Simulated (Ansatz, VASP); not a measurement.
## One calculation of MgSe, two programs

The input INCAR:

```
ALGO = Normal
EDIFF = 1E-6
ENCUT = 600
GGA = PE
GGA_COMPAT = False
ISIF = 2
ISMEAR = -1
LASPH = True
LCHARG = False
LREAL = False
LWAVE = False
NBANDS = 11
NELM = 120
PREC = Accurate
SIGMA = 0.02
```

The input KPOINTS:

```
k-points
0
Gamma
  8 8 8
```

The input POSCAR:

```
MgSe
1.0
    0.0000000000      2.7435501949      2.7435501949
    2.7435501949      0.0000000000      2.7435501949
    2.7435501949      2.7435501949      0.0000000000
Mg Se
1 1
Direct
    0.0000000000      0.0000000000      0.0000000000
    0.5000000000      0.5000000000      0.5000000000
```

Input for Ansatz:

```yaml
crystal:
  lattice:
    - [0.0, 2.7435501949, 2.7435501949]
    - [2.7435501949, 0.0, 2.7435501949]
    - [2.7435501949, 2.7435501949, 0.0]
  atoms:
    - { symbol: Mg, position: [0.0, 0.0, 0.0] }
    - { symbol: Se, position: [0.5, 0.5, 0.5] }
kpoints:
  mp_grid: { grid: [8, 8, 8] }
scf:
  occupations: { method: fermi_dirac, width: 0.02 }
hamiltonian:
  xc: pbe
  pseudopotentials: { kind: all_electron, lapw: { basis_error: 0.001 } }
output:
  forces: true
  stress: true
  eigenvalues: true
```

Change from the starting cell: volume scaled by 1.02.

Alike in both runs: task single point; functional PBE; k mesh 8 × 8 × 8; occupations fermi-dirac, width 0.02 eV; no spin polarisation.

|  | VASP | Ansatz |
| --- | --- | --- |
| version | VASP 6.6.1 | Ansatz 0.2.0 |
| potentials or method | VASP PAW PBE potentials, release 64 (Mg, Se), cutoff 600 eV | all-electron LAPW, scalar-relativistic |

```tsv
	VASP	Ansatz	Ansatz less VASP
gap on the k mesh at the Fermi level (eV)	1.77	1.79	+0.018
pressure (GPa)	0.6	0.7	+0.12
```

Ansatz ran all-electron here, and VASP with PAW potentials.
